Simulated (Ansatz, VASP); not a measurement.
## MnO in VASP and in Ansatz

```
Mn O
1.0
     0.00000    2.22391    2.22391
     2.22391    0.00000    2.22391
     2.22391    2.22391    0.00000
Mn O
1 1
Direct
  0.00000 0.00000 0.00000
  0.50000 0.50000 0.50000
```

Alike in both runs: task single point; functional PBE; k mesh 9 × 9 × 9; occupations fermi-dirac, width 0.05 eV; collinear spin; fixed moment 2 μB.

|  | VASP | Ansatz |
| --- | --- | --- |
| version | VASP 6.6.1 | Ansatz 0.2.0 |
| potentials or method | VASP PAW PBE potentials, release 64 (Mn_sv, O) | Ansatz PAW |
| plane-wave cutoff (eV) | 600 | 420 |
| valence electrons in the cell | 21 | 21 |

```csv
,VASP,Ansatz,Ansatz less VASP
net moment per atom (μB),1.00,1.00,0.000
size of the moment on the site where the two differ most (μB),1.92,1.88,-0.041
```

Site moments also hang on the region over which each program counts them. With one functional, cell and mesh, what is left measures potentials, basis and numerics.
